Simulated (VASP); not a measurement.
Runs of VASP 6.6.1 on Ti. The structure is that of space group Fm-3m (No. 225), or close to it. The cells are those of the table. 

```tsv
cell	further INCAR settings	gap on the mesh (eV)	pressure (GPa)
a = 2.906, b = 2.906, c = 2.796 Å, angles 61.2, 61.2, 57.5°, 1 atom	ALGO = Fast; EDIFF = 1e-06; NBANDS = 12	none	(a)
a = 2.832, b = 2.832, c = 2.796 Å, angles 60.4, 60.4, 59.2°, 1 atom	ALGO = Fast; EDIFF = 1e-06; NBANDS = 12	none	6.1
a = 2.834, b = 2.834, c = 2.725 Å, angles 61.3, 61.3, 57.5°, 1 atom	ALGO = Fast; EDIFF = 1e-06; NBANDS = 12	none	9.7
a = 2.832, b = 2.832, c = 2.868 Å, angles 59.6, 59.6, 60.8°, 1 atom	ALGO = Fast; EDIFF = 1e-07; NBANDS = 12	none	(b)
a = 2.869, b = 2.869, c = 2.796 Å, angles 60.8, 60.8, 58.3°, 1 atom	ALGO = Fast; EDIFF = 1e-06; NBANDS = 12	none	2.2
```

Alike in all rows: task single point; level PBEsol; potentials or basis VASP PAW PBE potentials, release 64 (Ti_sv); no spin polarisation; k mesh 26 × 26 × 26; cutoff (eV) 520; smearing gaussian 0.15 eV.

Question: Fill in the values left out.

Answer: (a) -0.1; (b) 2.8.

Caveats: the PAW data sets were made with another functional, which shifts forces and pressure a little; the cell stands under pressure (at least some runs).

A gap of «none» marks levels without a gap at the run's occupations.
